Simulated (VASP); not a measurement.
# GdRe3 (Pm-3m) in VASP: single point with PBE

Aim: the single point of GdRe3 with PBE.

Program: VASP 6.6.1. These are calculated values, not measurements. Logs are shortened: lines on timing, memory, paths and dates and some standing lists are left out, and cuts for length are marked.

### Step 1. The cell of the first run

The structure is cubic, space group Pm-3m (No. 221). The conventional cell has a = 4.120 Å, b = 4.120 Å, c = 4.120 Å, α = 90.00°, β = 90.00°, γ = 90.00°. Within 3.8 Å of Gd (site symmetry m-3m) lie 12 Re at 2.91 Å. Re (site symmetry 4/mmm) has 4 Gd at 2.91 Å and 8 Re at 2.91 Å within 3.8 Å.

### Step 2. Single point, PBE, collinear spin, ferromagnetic start (17.49 Å³/atom)

The input, INCAR:

```
SYSTEM = GdRe3
PREC = Accurate ; ENCUT = 520
EDIFF = 1E-6 ; ISMEAR = 0
SIGMA = 0.05 ; LREAL = .False.
LASPH = .True. ; NELM = 150
ALGO = Normal ; ISIF = 2
LWAVE = .False. ; LCHARG = .True.
ISPIN = 2 ; MAGMOM = 7.55 0 0 0
LORBIT = 11 ; LMAXMIX = 6
GGA = PE ; LELF = .True.
LVHAR = .True. ; NBANDS = 32
```

The input, KPOINTS:

```
Automatic mesh
0
Gamma
  8 8 8
  0 0 0
```

The input, POSCAR:

```
GdRe3
1.0
    4.1203672966      0.0000000000      0.0000000000
    0.0000000000      4.1203672966      0.0000000000
    0.0000000000      0.0000000000      4.1203672966
Gd Re
1 3
Direct
    0.0000000000      0.0000000000      0.0000000000
    0.0000000000      0.5000000000      0.5000000000
    0.5000000000      0.5000000000      0.0000000000
    0.5000000000      0.0000000000      0.5000000000
```

Potentials or basis: VASP PAW PBE potentials, release 64 (Gd, Re).

Started as:

```sh
$ cat potpaw_PBE.64/Gd/POTCAR potpaw_PBE.64/Re/POTCAR > POTCAR
$ mpirun -np 1 vasp_std > vasp.out
```

OUTCAR:

```text
SYSTEM = GdRe3
   PREC = Accurate
   ENCUT = 520
   EDIFF = 1E-6
   ISMEAR = 0
   LREAL = .False.
   LASPH = .True.
   NELM = 150
   ISIF = 2
   ISPIN = 2
   LORBIT = 11
   GGA = PE

 ion  position               nearest neighbor table
   1  0.000  0.000  0.000-   2 2.91   3 2.91   4 2.91   2 2.91   4 2.91   2 2.91   3 2.91   2 2.91
                             3 2.91   4 2.91   4 2.91   3 2.91
   2  0.000  0.500  0.500-   1 2.91   3 2.91   4 2.91   1 2.91   3 2.91   1 2.91   4 2.91   1 2.91
                             3 2.91   4 2.91   3 2.91   4 2.91
   3  0.500  0.500  0.000-   1 2.91   2 2.91   4 2.91   2 2.91   4 2.91   1 2.91   4 2.91   4 2.91
                             1 2.91   2 2.91   2 2.91   1 2.91
   4  0.500  0.000  0.500-   1 2.91   2 2.91   3 2.91   1 2.91   3 2.91   2 2.91   3 2.91   3 2.91
                             1 2.91   2 2.91   1 2.91   2 2.91

  LATTYP: Found a simple cubic cell.
 ALAT       =     4.1203672966

  Lattice vectors:

 A1 = (   4.1203672966,   0.0000000000,   0.0000000000)
 A2 = (   0.0000000000,   4.1203672966,   0.0000000000)
 A3 = (   0.0000000000,   0.0000000000,   4.1203672966)

Analysis of symmetry for initial positions (statically):
=====================================================================
 Subroutine PRICEL returns:
 Original cell was already a primitive cell.

 Routine SETGRP: Setting up the symmetry group for a
 simple cubic supercell.

 Subroutine GETGRP returns: Found 48 space group operations
 (whereof 48 operations were pure point group operations)
 out of a pool of 48 trial point group operations.

The static configuration has the point symmetry O_h .

Analysis of symmetry for dynamics (positions and initial velocities):
=====================================================================
 Subroutine PRICEL returns:
 Original cell was already a primitive cell.

 Routine SETGRP: Setting up the symmetry group for a
 simple cubic supercell.

 Subroutine GETGRP returns: Found 48 space group operations
 (whereof 48 operations were pure point group operations)
 out of a pool of 48 trial point group operations.

The dynamic configuration has the point symmetry O_h .

Analysis of structural, dynamic, and magnetic symmetry:
=====================================================================
 Subroutine PRICEL returns:
 Original cell was already a primitive cell.

 Routine SETGRP: Setting up the symmetry group for a
 simple cubic supercell.

 Subroutine GETGRP returns: Found 48 space group operations
 (whereof 48 operations were pure point group operations)
 out of a pool of 48 trial point group operations.

The overall configuration has the point symmetry O_h .

 Subroutine INISYM returns: Found 48 space group operations
 (whereof 48 operations are pure point group operations),
 and found     1 'primitive' translations

----------------------------------------------------------------------------------------

                                     Primitive cell

  volume of cell :      69.9532

  direct lattice vectors                    reciprocal lattice vectors
     4.120367297  0.000000000  0.000000000     0.242696810  0.000000000  0.000000000
     0.000000000  4.120367297  0.000000000     0.000000000  0.242696810  0.000000000
     0.000000000  0.000000000  4.120367297     0.000000000  0.000000000  0.242696810

  length of vectors
     4.120367297  4.120367297  4.120367297     0.242696810  0.242696810  0.242696810

  position of ions in fractional coordinates (direct lattice)
     0.000000000  0.000000000  0.000000000
     0.000000000  0.500000000  0.500000000
     0.500000000  0.500000000  0.000000000
     0.500000000  0.000000000  0.500000000

  ion indices of the primitive-cell ions
   primitive index   ion index
                 1           1
                 2           2
                 3           3
                 4           4

----------------------------------------------------------------------------------------

 KPOINTS: Automatic mesh

Automatic generation of k-mesh.
 Grid dimensions read from file:
 generate k-points for:    8    8    8

 Generating k-lattice:

  Cartesian coordinates                     Fractional coordinates (reciprocal lattice)
     0.030337101  0.000000000  0.000000000     0.125000000  0.000000000  0.000000000
     0.000000000  0.030337101  0.000000000     0.000000000  0.125000000  0.000000000
     0.000000000  0.000000000  0.030337101     0.000000000  0.000000000  0.125000000

  Length of vectors
     0.030337101  0.030337101  0.030337101

  Shift w.r.t. Gamma in fractional coordinates (k-lattice)
     0.000000000  0.000000000  0.000000000

 Subroutine IBZKPT returns following result:
 ===========================================

 Found     35 irreducible k-points:

 Following reciprocal coordinates:
            Coordinates               Weight
  0.000000  0.000000  0.000000      1.000000
  0.125000  0.000000  0.000000      6.000000
  0.250000  0.000000  0.000000      6.000000
  0.375000  0.000000  0.000000      6.000000
  0.500000  0.000000  0.000000      3.000000
  0.125000  0.125000  0.000000     12.000000
[... 16 lines left out ...]
  0.375000  0.375000  0.125000     24.000000
  0.500000  0.375000  0.125000     24.000000
 [... further k-points ...]
   k-points           NKPTS =     35   k-points in BZ     NKDIM =     35   number of bands    NBANDS=     32
   number of dos      NEDOS =    301   number of ions     NIONS =      4
   total plane-waves  NPLWV =  32768
   dimension x,y,z NGX =    32 NGY =   32 NGZ =   32
   dimension x,y,z NGXF=    64 NGYF=   64 NGZF=   64
   ions per type =               1   3
   NGX,Y,Z   is equivalent  to a cutoff of  12.91, 12.91, 12.91 a.u.
   NGXF,Y,Z  is equivalent  to a cutoff of  25.82, 25.82, 25.82 a.u.
 SYSTEM =  GdRe3
   PREC   = accura    normal or accurate (medium, high low for compatibility)
   ISTART =      0    job   : 0-new  1-cont  2-samecut
   ICHARG =      2    charge: 1-file 2-atom 10-const
   ISPIN  =      2    spin polarized calculation?
   LNONCOLLINEAR =      F non collinear calculations
   LSORBIT =      F    spin-orbit coupling
   LASPH  =      T    aspherical Exc in radial PAW
   ENCUT  =  520.0 eV  38.22 Ry    6.18 a.u.   7.66  7.66  7.66*2*pi/ulx,y,z
   NELM   =    150;   NELMIN=  2; NELMDL= -5     # of ELM steps
   EDIFF  = 0.1E-05   stopping-criterion for ELM
   LREAL  =      F    real-space projection
   EDIFFG = 0.1E-04   stopping-criterion for IOM
   NSW    =      0    number of steps for IOM
   IBRION =     -1    ionic relax: 0-MD 1-quasi-New 2-CG
   NFREE  =      0    steps in history (QN), initial steepest desc. (CG)
   ISIF   =      2    stress and relaxation
   ISYM   =      2    0-nonsym 1-usesym 2-fastsym
   POTIM  = 0.5000    time-step for ionic-motion
   TEBEG  =    0.0;   TEEND  =   0.0 temperature during run
   PSTRESS=    0.0 pullay stress
   NELECT =      39.0000    total number of electrons
   NUPDOWN=      -1.0000    fix difference up-down
   EMIN   =  10.00;   EMAX   =-10.00  energy-range for DOS
   EFERMI =   0.00;   METHOD = LEGACY
   ISMEAR =     0;   SIGMA  =   0.05  broadening in eV -4-tet -1-fermi 0-gaus
   EFERMI_NEDOS =   21; number of points for ismear=-14 and -15
   IALGO  =     38    algorithm
   IMIX   =      4    mixing-type and parameters
     AMIX     =   0.40;   BMIX     =  1.00
     AMIX_MAG =   1.60;   BMIX_MAG =  1.00
  volume/ion in A,a.u.               =      17.49       118.02
  Fermi-wavevector in a.u.,A,eV,Ry     =   1.347391  2.546201 24.700881  1.815464
  Thomas-Fermi vector in A             =   2.475146
   LORBIT       =     11    0 simple, 1 ext, 2 COOP (PROOUT), +10 PAW based schemes
   GGA     = PE    functional components
   LHFCALC =     F    Hartree Fock is set to
   AEXX    =    0.0000 exact exchange contribution
   IVDW    =     0    specifies the selected vdW correction
   LEPSILON=     F    determine dielectric tensor
   LRPA    =     F    only Hartree local field effects (RPA)
 spin polarized calculation
 Gauss-broadening in eV      SIGMA  =   0.05
  energy-cutoff  :      520.00
  volume of cell :       69.95
 maximum number of plane-waves:      1924
 NGX is ok and might be reduce to    32
   NGX = 15   NGY = 15   NGZ = 15

 number of electron      39.0000009 magnetization       6.8465914

 Free energy of the ion-electron system (eV)
  ---------------------------------------------------
  ext. energy  EPLUGINS =         0.00000000
  ---------------------------------------------------
  free energy    TOTEN  =       -45.80442290 eV

  energy without entropy =      -45.79737981  energy(sigma->0) =      -45.80090135

 E-fermi :   5.9896     XC(G=0): -12.8724

 val. band max:        5.9784640595   @ k =   0.3750   0.3750   0.1250
 cond. band min:       6.0035074368   @ k =   0.5000   0.3750   0.1250
 fundamental gap:      0.0250433773
 Fermi energy:         5.9896083722

 spin component 1

 k-point     1 :       0.0000    0.0000    0.0000
  band No.  band energies     occupation
      1     -37.2984      1.00000
      2     -14.8459      1.00000
      3     -14.8459      1.00000
      4     -14.8459      1.00000
      5      -1.9899      1.00000
      6       0.9509      1.00000
[... 23 lines left out ...]
     30       9.7838      0.00000
     31      12.2682      0.00000

 k-point     2 :       0.1250    0.0000    0.0000
  band No.  band energies     occupation
      1     -37.2969      1.00000
      2     -14.8827      1.00000
      3     -14.8521      1.00000
      4     -14.8521      1.00000
      5      -1.7639      1.00000
      6       1.0874      1.00000
[... 23 lines left out ...]
     30      10.7250      0.00000
     31      12.0980      0.00000

 k-point     3 :       0.2500    0.0000    0.0000
  band No.  band energies     occupation
      1     -37.2933      1.00000
      2     -14.9697      1.00000
      3     -14.8669      1.00000
      4     -14.8669      1.00000
      5      -1.1257      1.00000
      6       1.3769      1.00000
[... 703 lines left out ...]
     30      10.4355      0.00000
     31      10.6921      0.00000

 k-point    24 :       0.5000    0.3750    0.1250
  band No.  band energies     occupation
      1     -37.2850      1.00000
      2     -15.0156      1.00000
      3     -14.9913      1.00000
      4     -14.9207      1.00000
      5       1.3396      1.00000
      6       1.8281      1.00000
[... 23 lines left out ...]
     30      10.4623      0.00000
     31      10.6691      0.00000

 [... further k-points ...]

 spin component 2

 k-point     1 :       0.0000    0.0000    0.0000
  band No.  band energies     occupation
      1     -34.2220      1.00000
      2     -12.7349      1.00000
      3     -12.7349      1.00000
      4     -12.7349      1.00000
      5      -1.8774      1.00000
      6       1.0546      1.00000
[... 23 lines left out ...]
     30      10.1059      0.00000
     31      12.6743      0.00000

 k-point     2 :       0.1250    0.0000    0.0000
  band No.  band energies     occupation
      1     -34.2199      1.00000
      2     -12.7865      1.00000
      3     -12.7436      1.00000
      4     -12.7436      1.00000
      5      -1.6452      1.00000
      6       1.2046      1.00000
[... 23 lines left out ...]
     30      10.9485      0.00000
     31      12.5347      0.00000

 k-point     3 :       0.2500    0.0000    0.0000
  band No.  band energies     occupation
      1     -34.2150      1.00000
      2     -12.9075      1.00000
      3     -12.7644      1.00000
      4     -12.7644      1.00000
      5      -0.9952      1.00000
      6       1.5175      1.00000
[... 703 lines left out ...]
     30      10.6432      0.00000
     31      11.1593      0.00000

 k-point    24 :       0.5000    0.3750    0.1250
  band No.  band energies     occupation
      1     -34.2035      1.00000
      2     -12.9677      1.00000
      3     -12.9344      1.00000
      4     -12.8381      1.00000
      5       1.4433      1.00000
      6       2.0041      1.00000
[... 23 lines left out ...]
     30      10.8301      0.00000
     31      10.9699      0.00000

 [... further k-points ...]

 [bands above 31 left out]

------------------------ aborting loop because EDIFF is reached ----------------------------------------

  FORCE on cell =-STRESS in cart. coord.  units (eV):
  Direction    XX          YY          ZZ          XY          YZ          ZX
  --------------------------------------------------------------------------------------
  -------------------------------------------------------------------------------------
  Total        0.0032128      0.0032128      0.0032128      0.0000000      0.0000000      0.0000000
  in kB        0.0735844      0.0735844      0.0735844      0.0000000      0.0000000      0.0000000
  external PRESSURE =       0.0735844 kB  Pullay stress =       0.0000000 kB

 VOLUME and BASIS-vectors are now :
 -----------------------------------------------------------------------------
  energy-cutoff  :      520.00
  volume of cell :       69.95
      direct lattice vectors                 reciprocal lattice vectors
     4.120367297  0.000000000  0.000000000     0.242696810  0.000000000  0.000000000
     0.000000000  4.120367297  0.000000000     0.000000000  0.242696810  0.000000000
     0.000000000  0.000000000  4.120367297     0.000000000  0.000000000  0.242696810

 POSITION                                       TOTAL-FORCE (eV/Angst)
 -----------------------------------------------------------------------------------
      0.00000      0.00000      0.00000         0.000000      0.000000      0.000000
      0.00000      2.06018      2.06018         0.000000      0.000000      0.000000
      2.06018      2.06018      0.00000         0.000000      0.000000      0.000000
      2.06018      0.00000      2.06018         0.000000      0.000000      0.000000
 -----------------------------------------------------------------------------------
    total drift:                                0.000000      0.000000     -0.000000

  FREE ENERGIE OF THE ION-ELECTRON SYSTEM (eV)
  ---------------------------------------------------
  free  energy   TOTEN  =       -45.8044228957 eV

  energy  without entropy=      -45.7973798098  energy(sigma->0) =      -45.80090135

 total charge

# of ion       s       p       d       f       tot
--------------------------------------------------
    1        2.073   5.639   0.811   6.974  15.497
    2        0.611   0.440   4.753   0.000   5.804
    3        0.611   0.440   4.753   0.000   5.804
    4        0.611   0.440   4.753   0.000   5.804
--------------------------------------------------
tot          3.906   6.958  15.070   6.974  32.908

 magnetization (x)

# of ion       s       p       d       f       tot
--------------------------------------------------
    1        0.004  -0.069   0.080   6.722   6.737
    2       -0.005   0.013  -0.060   0.000  -0.052
    3       -0.005   0.013  -0.060   0.000  -0.052
    4       -0.005   0.013  -0.060   0.000  -0.052
--------------------------------------------------
tot         -0.010  -0.030  -0.099   6.722   6.583
```

Run time: 3.4 min. Hardware: 1 thread of Intel Xeon Platinum 8259CL at 2.50GHz (Skylake/Cascade Lake), shared host; peak memory 0.29 GiB.

What came out:

- Free energy: -45.8044 eV
- Pressure: 0.0 GPa
- Net moment: 6.85 μB per cell
- Site moments: Gd +6.74; Re -0.05 μB
- Valence electrons inside the program's atomic spheres: Gd 15.50; Re 5.80

Caveat: spin-orbit coupling is left out, which moves the levels of the heavy elements; semilocal functionals describe open f shells poorly, which spoils levels, moments and volumes. The state reached can hang on the start; a lower one may exist.
